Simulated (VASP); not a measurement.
# TaN (Fmm2) in VASP: further runs

TaN is run at these levels: PBE; tasks: single point.

Everything below comes from runs of VASP 6.6.1. Logs are shortened: lines on timing, memory, paths and dates and some standing lists are left out, and cuts for length are marked.

### Step 1. The cell of the first run

Symmetry: Fmm2, No. 42, orthorhombic system. Conventional cell: a = 4.210 Å, b = 4.519 Å, c = 4.519 Å, α = 90.00°, β = 90.00°, γ = 90.00°. Ta (site symmetry mm2) has 6 N at 1.96 to 2.56 Å within 2.6 Å. Within 2.6 Å of N (site symmetry mm2) lie 6 Ta at 1.96 to 2.56 Å.

### Step 2. Single point, PBE (atoms displaced along a vibrational mode, the cell strained)

File INCAR:

```
SYSTEM = TaN
PREC = Accurate
ENCUT = 520
EDIFF = 1E-7
ISMEAR = 0
SIGMA = 0.15
LREAL = .False.
LASPH = .True.
NELM = 100
ALGO = Normal
ISIF = 2
LWAVE = .False.
LCHARG = .True.
GGA = PE
LELF = .True.
LVHAR = .True.
NBANDS = 15
```

File KPOINTS:

```
regular mesh
0
Gamma
  18 18 18
  0 0 0
```

File POSCAR:

```
TaN
1.0
    0.0000000000      2.2596716781      2.1049934145
    2.2596716781      0.0000000000      2.1049934145
    2.2596716781      2.2596716781      0.0000000000
Ta N
1 1
Direct
    0.4952498232      0.5047501768      0.5047501768
    0.0613646338     -0.0613646338     -0.0613646338
```

Potentials or basis: VASP PAW PBE potentials, release 64 (Ta_pv, N).

The run is started by

```console
cat potpaw_PBE.64/Ta_pv/POTCAR potpaw_PBE.64/N/POTCAR > POTCAR
mpirun -np 1 vasp_std > vasp.out
```

OUTCAR:

```text
SYSTEM = TaN
   PREC = Accurate
   ENCUT = 520
   EDIFF = 1E-7
   ISMEAR = 0
   LREAL = .False.
   LASPH = .True.
   NELM = 100
   ISIF = 2
   GGA = PE

 ion  position               nearest neighbor table
   1  0.495  0.505  0.505-   2 1.96   2 2.13   2 2.13   2 2.28   2 2.28   2 2.56
   2  0.061  0.939  0.939-   1 1.96   1 2.13   1 2.13   1 2.28   1 2.28   1 2.56

  LATTYP: Found a body centered tetragonal cell.
 ALAT       =     3.1956583337
 C/A-ratio  =     1.3174083051

  Lattice vectors:

 A1 = (   0.0000000000,  -2.2596716781,  -2.1049934145)
 A2 = (   0.0000000000,   2.2596716781,  -2.1049934145)
 A3 = (   2.2596716781,   0.0000000000,   2.1049934145)

Analysis of symmetry for initial positions (statically):
=====================================================================
 Subroutine PRICEL returns:
 Original cell was already a primitive cell.

 Routine SETGRP: Setting up the symmetry group for a
 body centered tetragonal supercell.

 Subroutine GETGRP returns: Found  4 space group operations
 (whereof  4 operations were pure point group operations)
 out of a pool of 16 trial point group operations.

The static configuration has the point symmetry C_2v.

Analysis of symmetry for dynamics (positions and initial velocities):
=====================================================================
 Subroutine PRICEL returns:
 Original cell was already a primitive cell.

 Routine SETGRP: Setting up the symmetry group for a
 body centered tetragonal supercell.

 Subroutine GETGRP returns: Found  4 space group operations
 (whereof  4 operations were pure point group operations)
 out of a pool of 16 trial point group operations.

The dynamic configuration has the point symmetry C_2v.

 Subroutine INISYM returns: Found  4 space group operations
 (whereof  4 operations are pure point group operations),
 and found     1 'primitive' translations

----------------------------------------------------------------------------------------

                                     Primitive cell

  volume of cell :      21.4967

  direct lattice vectors                    reciprocal lattice vectors
     0.000000000  2.259671678  2.104993414    -0.221271083  0.221271083  0.237530434
     2.259671678  0.000000000  2.104993414     0.221271083 -0.221271083  0.237530434
     2.259671678  2.259671678  0.000000000     0.221271083  0.221271083 -0.237530434

  length of vectors
     3.088221716  3.088221716  3.195658334     0.392864470  0.392864470  0.392864470

  position of ions in fractional coordinates (direct lattice)
     0.495249823  0.504750177  0.504750177
     0.061364634  0.938635366  0.938635366

  ion indices of the primitive-cell ions
   primitive index   ion index
                 1           1
                 2           2

----------------------------------------------------------------------------------------

 KPOINTS: regular mesh

Automatic generation of k-mesh.
 Grid dimensions read from file:
 generate k-points for:   18   18   18

 Generating k-lattice:

  Cartesian coordinates                     Fractional coordinates (reciprocal lattice)
    -0.012292838  0.012292838  0.013196135     0.055555556 -0.000000000  0.000000000
     0.012292838 -0.012292838  0.013196135    -0.000000000  0.055555556  0.000000000
     0.012292838  0.012292838 -0.013196135     0.000000000  0.000000000  0.055555556

  Length of vectors
     0.021825804  0.021825804  0.021825804

  Shift w.r.t. Gamma in fractional coordinates (k-lattice)
     0.000000000  0.000000000  0.000000000

 Subroutine IBZKPT returns following result:
 ===========================================

 Found    865 irreducible k-points:

 Following reciprocal coordinates:
            Coordinates               Weight
  0.000000  0.000000  0.000000      1.000000
  0.055556  0.000000  0.000000      8.000000
  0.111111  0.000000  0.000000      8.000000
  0.166667 -0.000000  0.000000      8.000000
  0.222222 -0.000000  0.000000      8.000000
  0.277778 -0.000000  0.000000      8.000000
[... 16 lines left out ...]
 -0.277778  0.055556  0.000000      8.000000
 -0.222222  0.055556  0.000000      8.000000
 [... further k-points ...]
   k-points           NKPTS =    865   k-points in BZ     NKDIM =    865   number of bands    NBANDS=     15
   number of dos      NEDOS =    301   number of ions     NIONS =      2
   total plane-waves  NPLWV =  13824
   dimension x,y,z NGX =    24 NGY =   24 NGZ =   24
   dimension x,y,z NGXF=    48 NGYF=   48 NGZF=   48
   ions per type =               1   1
   NGX,Y,Z   is equivalent  to a cutoff of  12.92, 12.92, 12.49 a.u.
   NGXF,Y,Z  is equivalent  to a cutoff of  25.84, 25.84, 24.97 a.u.
 SYSTEM =  TaN
   PREC   = accura    normal or accurate (medium, high low for compatibility)
   ISTART =      0    job   : 0-new  1-cont  2-samecut
   ICHARG =      2    charge: 1-file 2-atom 10-const
   ISPIN  =      1    spin polarized calculation?
   LNONCOLLINEAR =      F non collinear calculations
   LSORBIT =      F    spin-orbit coupling
   LASPH  =      T    aspherical Exc in radial PAW
   ENCUT  =  520.0 eV  38.22 Ry    6.18 a.u.   5.74  5.74  5.94*2*pi/ulx,y,z
   NELM   =    100;   NELMIN=  2; NELMDL= -5     # of ELM steps
   EDIFF  = 0.1E-06   stopping-criterion for ELM
   LREAL  =      F    real-space projection
   EDIFFG = 0.1E-05   stopping-criterion for IOM
   NSW    =      0    number of steps for IOM
   IBRION =     -1    ionic relax: 0-MD 1-quasi-New 2-CG
   NFREE  =      0    steps in history (QN), initial steepest desc. (CG)
   ISIF   =      2    stress and relaxation
   ISYM   =      2    0-nonsym 1-usesym 2-fastsym
   POTIM  = 0.5000    time-step for ionic-motion
   TEBEG  =    0.0;   TEEND  =   0.0 temperature during run
   PSTRESS=    0.0 pullay stress
   NELECT =      16.0000    total number of electrons
   NUPDOWN=      -1.0000    fix difference up-down
   EMIN   =  10.00;   EMAX   =-10.00  energy-range for DOS
   EFERMI =   0.00;   METHOD = LEGACY
   ISMEAR =     0;   SIGMA  =   0.15  broadening in eV -4-tet -1-fermi 0-gaus
   EFERMI_NEDOS =   21; number of points for ismear=-14 and -15
   IALGO  =     38    algorithm
   IMIX   =      4    mixing-type and parameters
     AMIX     =   0.40;   BMIX     =  1.00
     AMIX_MAG =   1.60;   BMIX_MAG =  1.00
  volume/ion in A,a.u.               =      10.75        72.53
  Fermi-wavevector in a.u.,A,eV,Ry     =   1.483626  2.803646 29.948399  2.201145
  Thomas-Fermi vector in A             =   2.597264
   LORBIT       =      0    0 simple, 1 ext, 2 COOP (PROOUT), +10 PAW based schemes
   GGA     = PE    functional components
   LHFCALC =     F    Hartree Fock is set to
   AEXX    =    0.0000 exact exchange contribution
   IVDW    =     0    specifies the selected vdW correction
   LEPSILON=     F    determine dielectric tensor
   LRPA    =     F    only Hartree local field effects (RPA)
 non-spin polarized calculation
 Gauss-broadening in eV      SIGMA  =   0.15
  energy-cutoff  :      520.00
  volume of cell :       21.50
 maximum number of plane-waves:       592
   NGX = 11   NGY = 11   NGZ = 11

 number of electron      16.0000002 magnetization

 Free energy of the ion-electron system (eV)
  ---------------------------------------------------
  ext. energy  EPLUGINS =         0.00000000
  ---------------------------------------------------
  free energy    TOTEN  =       -21.41861437 eV

  energy without entropy =      -21.40870407  energy(sigma->0) =      -21.41365922

 E-fermi :   9.2702     XC(G=0): -13.3327

 val. band max:        9.2679300456   @ k =   0.0000  -0.0556  -0.0556
 cond. band min:       9.2705321632   @ k =   0.0000  -0.0556  -0.1111
 fundamental gap:      0.0026021176
 Fermi energy:         9.2702481166

 k-point     1 :       0.0000    0.0000    0.0000
  band No.  band energies     occupation
      1     -26.3355      2.00000
      2     -26.2384      2.00000
      3     -26.2059      2.00000
      4      -9.3935      2.00000
      5       4.1253      2.00000
      6       4.1587      2.00000
      7       4.5583      2.00000
      8       7.2160      2.00000
      9       9.0246      1.97946
     10       9.1150      1.85674
     11       9.1179      1.84923
     12      10.8261      0.00000
     13      12.0774      0.00000
     14      18.6471      0.00000
     15      21.9541      0.00000

 k-point     2 :       0.0556    0.0000    0.0000
  band No.  band energies     occupation
      1     -26.3483      2.00000
      2     -26.2499      2.00000
      3     -26.2147      2.00000
      4      -9.3201      2.00000
      5       3.7205      2.00000
      6       4.2653      2.00000
      7       4.5188      2.00000
      8       7.2590      2.00000
      9       8.6450      2.00000
     10       8.9661      1.99586
     11       9.7025      0.00005
     12      11.0533      0.00000
     13      12.3994      0.00000
     14      18.8809      0.00000
     15      21.9540      0.00000

 k-point     3 :       0.1111    0.0000    0.0000
  band No.  band energies     occupation
      1     -26.3991      2.00000
      2     -26.2822      2.00000
      3     -26.2258      2.00000
      4      -9.1071      2.00000
      5       3.1139      2.00000
      6       4.0381      2.00000
      7       4.3979      2.00000
      8       7.3850      2.00000
      9       8.4734      2.00000
     10       8.7526      2.00000
     11      10.4943      0.00000
     12      11.6567      0.00000
     13      13.1459      0.00000
     14      19.5380      0.00000
     15      21.9537      0.00000
[... 343 lines left out ...]
 k-point    23 :      -0.2778    0.0556    0.0000
  band No.  band energies     occupation
      1     -26.8145      2.00000
      2     -26.3608      2.00000
      3     -26.2833      2.00000
      4      -7.7807      2.00000
      5       0.7704      2.00000
      6       2.5812      2.00000
      7       3.1245      2.00000
      8       8.4963      2.00000
      9       9.6186      0.00102
     10      10.0162      0.00000
     11      13.5582      0.00000
     12      14.6218      0.00000
     13      15.3878      0.00000
     14      21.4607      0.00000
     15      21.9724      0.00000

 k-point    24 :      -0.2222    0.0556    0.0000
  band No.  band energies     occupation
      1     -26.6769      2.00000
      2     -26.3364      2.00000
      3     -26.2725      2.00000
      4      -8.2365      2.00000
      5       1.4557      2.00000
      6       3.0018      2.00000
      7       3.4855      2.00000
      8       7.9740      2.00000
      9       9.2601      1.07602
     10       9.4476      0.09451
     11      12.9764      0.00000
     12      13.8267      0.00000
     13      14.4583      0.00000
     14      21.6135      0.00000
     15      21.9594      0.00000

 [... further k-points ...]

------------------------ aborting loop because EDIFF is reached ----------------------------------------

  FORCE on cell =-STRESS in cart. coord.  units (eV):
  Direction    XX          YY          ZZ          XY          YZ          ZX
  --------------------------------------------------------------------------------------
  -------------------------------------------------------------------------------------
  Total        3.9677945     -1.1199738      4.2084526      0.0000000      0.0000000      0.0000000
  in kB      295.7251966    -83.4731911    313.6617804      0.0000000      0.0000000      0.0000000
  external PRESSURE =     175.3045953 kB  Pullay stress =       0.0000000 kB

 VOLUME and BASIS-vectors are now :
 -----------------------------------------------------------------------------
  energy-cutoff  :      520.00
  volume of cell :       21.50
      direct lattice vectors                 reciprocal lattice vectors
     0.000000000  2.259671678  2.104993414    -0.221271083  0.221271083  0.237530434
     2.259671678  0.000000000  2.104993414     0.221271083 -0.221271083  0.237530434
     2.259671678  2.259671678  0.000000000     0.221271083  0.221271083 -0.237530434

 POSITION                                       TOTAL-FORCE (eV/Angst)
 -----------------------------------------------------------------------------------
      2.28114      2.25967      2.10499        -2.401737      0.000000      0.000000
      4.24202      2.25967      2.10499         2.401737      0.000000      0.000000
 -----------------------------------------------------------------------------------
    total drift:                               -0.000307      0.000000      0.000000

  FREE ENERGIE OF THE ION-ELECTRON SYSTEM (eV)
  ---------------------------------------------------
  free  energy   TOTEN  =       -21.4186143745 eV

  energy  without entropy=      -21.4087040723  energy(sigma->0) =      -21.41365922
```

It took 1.9 min on 1 thread of AMD EPYC 9R45 (Zen 5), shared host; peak memory 0.35 GiB.

Results:

```
Free energy            : -21.4186 eV
Pressure               : 17.5 GPa
Largest force          : 2.402 eV/Å
Band gap on the k mesh : zero (bands 8 and 9 overlap by 2.86 eV)
```

Forces on the atoms (eV/Å):
```
Ta  -2.402  0.000  0.000
N    2.402  0.000  0.000
```

Caveat: the cell differs from its parent crystal (atoms displaced along a vibrational mode, the cell strained); the stress differs along the axes, from -8 to 31 GPa; spin-orbit coupling is left out, which moves the levels of the heavy elements; forces of over 1 eV/Å act on the atoms, so gaps and moduli don't describe the material at rest.

### Step 3. Single point, PBE (atoms displaced along a vibrational mode, the cell strained)

Changes to INCAR since step 2:

```diff
@@ -3,3 +3,3 @@
 ENCUT = 520
-EDIFF = 1E-7
+EDIFF = 1E-6
 ISMEAR = 0
```

KPOINTS is that of step 2.

File POSCAR:

```
TaN
1.0
    0.0000000000      2.2596716781      2.1049934145
    2.2596716781      0.0000000000      2.1049934145
    2.2596716781      2.2596716781      0.0000000000
Ta N
1 1
Direct
    0.4968326312      0.5031673688      0.5031673688
    0.0409173038     -0.0409173038     -0.0409173038
```

Potentials or basis: VASP PAW PBE potentials, release 64 (Ta_pv, N).

The run is started by

```console
cat potpaw_PBE.64/Ta_pv/POTCAR potpaw_PBE.64/N/POTCAR > POTCAR
mpirun -np 1 vasp_std > vasp.out
```

It took 1.8 min on 1 thread of AMD EPYC 9R45 (Zen 5), shared host; peak memory 0.35 GiB.

It converged, with:

| Property | Result |
| --- | --- |
| Free energy | -21.5933 eV |
| Pressure | 10.7 GPa |
| Largest force | 1.217 eV/Å |
| Band gap on the k mesh | zero (bands 8 and 9 overlap by 3.06 eV) |

Forces in eV/Å, atoms in the order of the input:
```
Ta  -1.217  0.000  0.000
N    1.217  0.000  0.000
```

Stress tensor (GPa, compression positive):
```
 7.73  0.00  0.00
 0.00 -9.12  0.00
 0.00  0.00 33.62
```

Levels at points of the mesh, in eV from the Fermi level:
```tsv
k point	band 6	band 7	band 8	band 9	band 10	band 11
(0.00, 0.00, 0.00)	-4.48	-4.31	-2.17	-1.06	-0.79	-0.32
(0.50, 0.00, 0.00)	-7.43	-7.35	1.62	2.04	2.22	3.66
(0.50, 0.50, 0.00)	-6.04	-4.89	-3.50	2.49	3.57	3.60
(0.50, 0.00, 0.50)	-6.37	-4.78	-2.92	2.14	3.15	3.98
(0.00, 0.50, 0.50)	-5.20	-4.55	-4.27	1.90	3.14	3.95
```

Caveat: the cell differs from its parent crystal (atoms displaced along a vibrational mode, the cell strained); the stress differs along the axes, from -9 to 34 GPa; spin-orbit coupling is left out, which moves the levels of the heavy elements; forces of over 1 eV/Å act on the atoms, so gaps and moduli don't describe the material at rest.
